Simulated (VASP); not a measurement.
# MgO (F-43m) in VASP: settings compared

The runs below take MgO through single point, with PBEsol-based global hybrid, PBE0.

Everything below comes from runs of VASP 6.6.1. Logs are shortened: lines on timing, memory, paths and dates and some standing lists are left out, and cuts for length are marked.

## Step 1: The cell of the first run

The structure is cubic, space group F-43m (No. 216). The conventional cell has a = 4.537 Å, b = 4.537 Å, c = 4.537 Å, α = 90.00°, β = 90.00°, γ = 90.00°. Mg (site symmetry -43m) has 4 O at 1.96 Å within 2.6 Å. O (site symmetry -43m) has 4 Mg at 1.96 Å within 2.6 Å.

## Step 2: Single point, PBEsol-based global hybrid

The input, POSCAR:

```
MgO
1.0
    0.0000000000      2.2685171182      2.2685171182
    2.2685171182      0.0000000000      2.2685171182
    2.2685171182      2.2685171182      0.0000000000
Mg O
1 1
Direct
    0.5000000000      0.5000000000      0.5000000000
    0.7500000000      0.7500000000      0.7500000000
```

The input, INCAR.step1:

```
SYSTEM = MgO
ALGO = Normal
EDIFF = 1E-5
ENCUT = 520
GGA = PE
ISIF = 2
ISMEAR = -1
LASPH = .True.
LCHARG = .False.
LREAL = .False.
LWAVE = .True.
NBANDS = 11
NELM = 60
PREC = Accurate
SIGMA = 0.05
```

The input, INCAR.step2:

```
SYSTEM = MgO
AEXX = 0.25
ALGO = Normal
EDIFF = 1E-7
ENCUT = 520
GGA = PS
ISIF = 2
ISMEAR = -1
ISTART = 1
LASPH = .True.
LCHARG = .False.
LHFCALC = .True.
LREAL = .False.
LWAVE = .False.
NBANDS = 11
NELM = 60
PREC = Accurate
PRECFOCK = Normal
SIGMA = 0.05
```

The input, KPOINTS:

```
k-points
0
Gamma
  5 5 5
  0 0 0
```

Potentials or basis: VASP PAW PBE potentials, release 64 (Mg, O).

Started as:

```sh
> cat potpaw_PBE.64/Mg/POTCAR potpaw_PBE.64/O/POTCAR > POTCAR
> cp INCAR.step1 INCAR
> mpirun -np 1 vasp_std > vasp.out
> cp INCAR.step2 INCAR
> mpirun -np 1 vasp_std > vasp.out
```

OUTCAR:

```text
SYSTEM = MgO
   AEXX = 0.25
   EDIFF = 1E-7
   ENCUT = 520
   GGA = PS
   ISIF = 2
   ISMEAR = -1
   ISTART = 1
   LASPH = .True.
   LHFCALC = .True.
   LREAL = .False.
   NELM = 60
   PREC = Accurate
   PRECFOCK = Normal

 ion  position               nearest neighbor table
   1  0.500  0.500  0.500-   2 1.96   2 1.96   2 1.96   2 1.96
   2  0.750  0.750  0.750-   1 1.96   1 1.96   1 1.96   1 1.96

  LATTYP: Found a face centered cubic cell.
 ALAT       =     4.5370342364

  Lattice vectors:

 A1 = (   0.0000000000,   2.2685171182,   2.2685171182)
 A2 = (   2.2685171182,   0.0000000000,   2.2685171182)
 A3 = (   2.2685171182,   2.2685171182,   0.0000000000)

Analysis of symmetry for initial positions (statically):
=====================================================================
 Subroutine PRICEL returns:
 Original cell was already a primitive cell.

 Routine SETGRP: Setting up the symmetry group for a
 face centered cubic supercell.

 Subroutine GETGRP returns: Found 24 space group operations
 (whereof 24 operations were pure point group operations)
 out of a pool of 48 trial point group operations.

The static configuration has the point symmetry T_d .

Analysis of symmetry for dynamics (positions and initial velocities):
=====================================================================
 Subroutine PRICEL returns:
 Original cell was already a primitive cell.

 Routine SETGRP: Setting up the symmetry group for a
 face centered cubic supercell.

 Subroutine GETGRP returns: Found 24 space group operations
 (whereof 24 operations were pure point group operations)
 out of a pool of 48 trial point group operations.

The dynamic configuration has the point symmetry T_d .

 Subroutine INISYM returns: Found 24 space group operations
 (whereof 24 operations are pure point group operations),
 and found     1 'primitive' translations

----------------------------------------------------------------------------------------

                                     Primitive cell

  volume of cell :      23.3483

  direct lattice vectors                    reciprocal lattice vectors
     0.000000000  2.268517118  2.268517118    -0.220408299  0.220408299  0.220408299
     2.268517118  0.000000000  2.268517118     0.220408299 -0.220408299  0.220408299
     2.268517118  2.268517118  0.000000000     0.220408299  0.220408299 -0.220408299

  length of vectors
     3.208167675  3.208167675  3.208167675     0.381758373  0.381758373  0.381758373

  position of ions in fractional coordinates (direct lattice)
     0.500000000  0.500000000  0.500000000
     0.750000000  0.750000000  0.750000000
[... 79 lines left out ...]
   IALGO  =     38    algorithm
   IMIX   =      1    mixing-type and parameters
     AMIX     =   0.40;   BMIX     =  1.00
     AMIX_MAG =   1.60;   BMIX_MAG =  1.00
  volume/ion in A,a.u.               =      11.67        78.78
  Fermi-wavevector in a.u.,A,eV,Ry     =   1.145564  2.164802 17.855161  1.312317
  Thomas-Fermi vector in A             =   2.282252
   LORBIT       =      0    0 simple, 1 ext, 2 COOP (PROOUT), +10 PAW based schemes
   GGA     = PS    functional components
   LHFCALC =     T    Hartree Fock is set to
   PRECFOCK=normal    Normal, Fast or Accurate (Low or Medium for compatibility)
   ENCUT4O =  -1.0   cutoff for four orbital integrals eV
   NKREDX  =     1    reduce k-point grid by
   NKREDY  =     1    reduce k-point grid by
   NKREDZ  =     1    reduce k-point grid by
   AEXX    =    0.2500 exact exchange contribution
   HFSCREEN=    0.0000 screening length (either q_TF or 0.3 A-1)
   HFSCREENC=   0.0000 screening length for correlation (either q_TF or 0.3 A-1)
   ENCUTFOCK=  -1.0 apply spherical cutoff to Coloumb kernel
   IVDW    =     0    specifies the selected vdW correction
   LEPSILON=     F    determine dielectric tensor
   LRPA    =     F    only Hartree local field effects (RPA)
 non-spin polarized calculation
  energy-cutoff  :      520.00
  volume of cell :       23.35
 maximum number of plane-waves:       635
  NGX = 18; NGY = 18; NGZ = 18

 number of electron       8.0000007 magnetization

 Free energy of the ion-electron system (eV)
  ---------------------------------------------------
  ext. energy  EPLUGINS =         0.00000000
  ---------------------------------------------------
  free energy    TOTEN  =       -14.92058159 eV

  energy without entropy =      -14.92058159  energy(sigma->0) =      -14.92058159

 E-fermi :   0.2115     XC(G=0):  -7.8811

 val. band max:       -0.8864442882   @ k =   0.0000   0.0000   0.0000
 cond. band min:       5.1226641529   @ k =   0.0000   0.0000   0.0000
 fundamental gap:      6.0091084410
 Fermi energy:         0.2114529418

 k-point     1 :       0.0000    0.0000    0.0000
  band No.  band energies     occupation
      1     -18.2672      2.00000
      2      -0.8864      2.00000
      3      -0.8864      2.00000
      4      -0.8864      2.00000
      5       5.1227      0.00000
      6      18.8256      0.00000
      7      18.8256      0.00000
      8      18.8256      0.00000
      9      22.4021      0.00000
     10      22.4022      0.00000
     11      22.4896      0.00000
[... 113 lines left out ...]
 k-point    10 :      -0.4000    0.4000    0.2000
  band No.  band energies     occupation
      1     -17.3547      2.00000
      2      -3.2631      2.00000
      3      -2.3479      2.00000
      4      -1.6905      2.00000
      5       9.3550      0.00000
      6      13.1161      0.00000
      7      15.4348      0.00000
      8      17.0786      0.00000
      9      21.3424      0.00000
     10      23.5925      0.00000
     11      27.3934      0.00000

------------------------ aborting loop because EDIFF is reached ----------------------------------------

  FORCE on cell =-STRESS in cart. coord.  units (eV):
  Direction    XX          YY          ZZ          XY          YZ          ZX
  --------------------------------------------------------------------------------------
  -------------------------------------------------------------------------------------
  Total       -0.0068793     -0.0068793     -0.0068793      0.0000000     -0.0000000     -0.0000000
  in kB       -0.4720631     -0.4720631     -0.4720631      0.0000000     -0.0000000     -0.0000000
  external PRESSURE =      -0.4720631 kB  Pullay stress =       0.0000000 kB

 VOLUME and BASIS-vectors are now :
 -----------------------------------------------------------------------------
  energy-cutoff  :      520.00
  volume of cell :       23.35
      direct lattice vectors                 reciprocal lattice vectors
     0.000000000  2.268517118  2.268517118    -0.220408299  0.220408299  0.220408299
     2.268517118  0.000000000  2.268517118     0.220408299 -0.220408299  0.220408299
     2.268517118  2.268517118  0.000000000     0.220408299  0.220408299 -0.220408299

 POSITION                                       TOTAL-FORCE (eV/Angst)
 -----------------------------------------------------------------------------------
      2.26852      2.26852      2.26852         0.000000      0.000000      0.000000
      3.40278      3.40278      3.40278        -0.000000     -0.000000     -0.000000
 -----------------------------------------------------------------------------------
    total drift:                               -0.000000      0.000000      0.000000

  FREE ENERGIE OF THE ION-ELECTRON SYSTEM (eV)
  ---------------------------------------------------
  free  energy   TOTEN  =       -14.9205815938 eV

  energy  without entropy=      -14.9205815937  energy(sigma->0) =      -14.92058159
```

OUTCAR.step1:

```text
SYSTEM = MgO
   EDIFF = 1E-5
   ENCUT = 520
   GGA = PE
   ISIF = 2
   ISMEAR = -1
   LASPH = .True.
[... 343 lines left out ...]
      2.26852      2.26852      2.26852        -0.000000      0.000000     -0.000000
      3.40278      3.40278      3.40278         0.000000     -0.000000      0.000000
 -----------------------------------------------------------------------------------
    total drift:                               -0.000001     -0.000001     -0.000001

  FREE ENERGIE OF THE ION-ELECTRON SYSTEM (eV)
  ---------------------------------------------------
  free  energy   TOTEN  =       -11.6798017054 eV

  energy  without entropy=      -11.6798017054  energy(sigma->0) =      -11.67980171
```

Run time: 1.7 min. Hardware: 1 thread of Intel Xeon 6975P-C (Granite Rapids), shared host; peak memory 0.14 GiB.

What came out:

* Free energy: -14.9206 eV
* Pressure: 0.0 GPa
* Band gap on the k mesh: 6.01 eV, direct

Caveat: the k points lie up to 0.48 Å⁻¹ apart; the PAW data sets were made with another functional, which shifts forces and pressure a little.

## Step 3: Single point, PBE0

This run uses another cell than the first one, of 12.27 Å³/atom, 1.051 times its volume.

The input, POSCAR:

```
MgO
1.0
    0.0000000000      2.3061600000      2.3061600000
    2.3061600000      0.0000000000      2.3061600000
    2.3061600000      2.3061600000      0.0000000000
Mg O
1 1
Direct
    0.5000000000      0.5000000000      0.5000000000
    0.7500000000      0.7500000000      0.7500000000
```

The input, INCAR.step1:

```
SYSTEM = MgO
PREC = Accurate
ENCUT = 520
EDIFF = 1E-5
ISMEAR = -1
SIGMA = 0.05
LREAL = .False.
LASPH = .True.
NELM = 80
ALGO = Normal
ISIF = 2
LWAVE = .True.
GGA = PE
NBANDS = 11
```

The input, INCAR.step2:

```
SYSTEM = MgO
PREC = Accurate
ENCUT = 520
EDIFF = 1E-7
ISMEAR = -1
SIGMA = 0.05
LREAL = .False.
LASPH = .True.
NELM = 80
ALGO = Normal
ISIF = 2
LWAVE = .False.
LCHARG = .True.
GGA = PE
LHFCALC = .True.
AEXX = 0.25
PRECFOCK = Normal
LELF = .True.
LVHAR = .True.
ISTART = 1
NBANDS = 11
```

The input, KPOINTS:

```
Automatic mesh
0
Gamma
  5 5 5
  0 0 0
```

Potentials or basis: VASP PAW PBE potentials, release 64 (Mg, O).

Started as:

```sh
> cat potpaw_PBE.64/Mg/POTCAR potpaw_PBE.64/O/POTCAR > POTCAR
> cp INCAR.step1 INCAR
> mpirun -np 1 vasp_std > vasp.out
> cp INCAR.step2 INCAR
> mpirun -np 1 vasp_std > vasp.out
```

It took 1.8 min on 1 thread of Intel Xeon 6975P-C (Granite Rapids), shared host; peak memory 0.15 GiB.

Results (log left out):

```
Free energy            : -14.5126 eV
Pressure               : -4.0 GPa
Band gap on the k mesh : 5.79 eV, direct
```

Levels at points of the mesh, in eV from the valence-band top:
| k point | band 1 | band 2 | band 3 | band 4 | band 5 | band 6 | band 7 | band 8 | band 9 |
| --- | --- | --- | --- | --- | --- | --- | --- | --- | --- |
| (0.00, 0.00, 0.00) | -17.30 | 0.00 | 0.00 | 0.00 | 5.79 | 19.23 | 19.23 | 19.23 | 22.87 |

Caveat: the k points lie up to 0.47 Å⁻¹ apart; the PAW data sets were made with another functional, which shifts forces and pressure a little.
